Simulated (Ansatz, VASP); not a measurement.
GaP: VASP beside Ansatz

The input INCAR:

```
PREC = Accurate
ENCUT = 500
EDIFF = 1E-6
ISMEAR = 0
SIGMA = 0.01
LREAL = F
LASPH = T
NELM = 120
ALGO = Normal
ISIF = 2
LWAVE = F
LCHARG = F
GGA = PE
NBANDS = 16
GGA_COMPAT = F
```

Contents of KPOINTS:

```
regular mesh
0
Gamma
  6 6 6
```

The input POSCAR:

```
GaP
1.0
    0.0000000000      2.8065218297      2.8065218297
    2.8065218297      0.0000000000      2.8065218297
    2.8065218297      2.8065218297      0.0000000000
Ga P
1 1
Direct
    0.0000000000      0.0000000000      0.0000000000
    0.2500000000      0.2500000000      0.2500000000
```

Input for Ansatz:

```yaml
crystal:
  lattice:
    - [0.0, 2.8065218297, 2.8065218297]
    - [2.8065218297, 0.0, 2.8065218297]
    - [2.8065218297, 2.8065218297, 0.0]
  atoms:
    - { symbol: Ga, position: [0.0, 0.0, 0.0] }
    - { symbol: P, position: [0.25, 0.25, 0.25] }
kpoints:
  mp_grid: { grid: [6, 6, 6] }
hamiltonian:
  xc: pbe
scf:
  occupations: { method: fixed }
  n_extra_bands: 4
output:
  forces: true
  stress: true
  eigenvalues: true
```

Alike in both runs: task single point; functional PBE; k mesh 6 × 6 × 6; no spin polarisation.

|  | VASP | Ansatz |
| --- | --- | --- |
| version | VASP 6.6.1 | Ansatz 0.2.0 |
| potentials or method | VASP PAW PBE potentials, release 64 (Ga_d, P) | plane waves, PAW |
| plane-wave cutoff (eV) | 500 | 420 |
| occupations | gaussian, width 0.01 eV | fixed |
| valence electrons in the cell | 18 | 18 |

|  | VASP | Ansatz | Ansatz less VASP |
| --- | --- | --- | --- |
| gap on the k mesh at the Fermi level (eV) | 1.11 | 1.11 | +0.004 |
| pressure (GPa) | -3.9 | -3.9 | +0.05 |
